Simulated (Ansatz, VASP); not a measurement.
One calculation of TiAl, two programs

```xyz
2
Lattice="3.1843 0.0000 0.0000 0.0000 3.1843 0.0000 0.0000 0.0000 3.1843" Properties=species:S:1:pos:R:3 pbc="T T T"
Ti    1.5921    1.5921    1.5921
Al    0.0000    0.0000    0.0000
```

Alike in both runs: functional PBE; k mesh 6 × 6 × 6; occupations gaussian, width 0.1 eV; no spin polarisation.

Ansatz relaxed the structure, and its values are those at the end. VASP's run is a single point on that final structure, the one shown.

|  | VASP | Ansatz |
| --- | --- | --- |
| version | VASP 6.6.1 | Ansatz 0.2.0 |
| potentials or method | VASP PAW PBE potentials, release 64 (Ti_sv, Al), cutoff 520 eV | scalar-relativistic, plane waves, PAW |
| valence electrons in the cell | 15 | 15 |

```tsv
	VASP	Ansatz	Ansatz less VASP
gap on the k mesh at the Fermi level (eV)	none	none	-
pressure (GPa)	0.0	0.0	+0.04
```

A gap of «none» marks a metal or a gap that the smearing closes. The functional is the same, so the differences come from potentials, cutoffs and numerics.
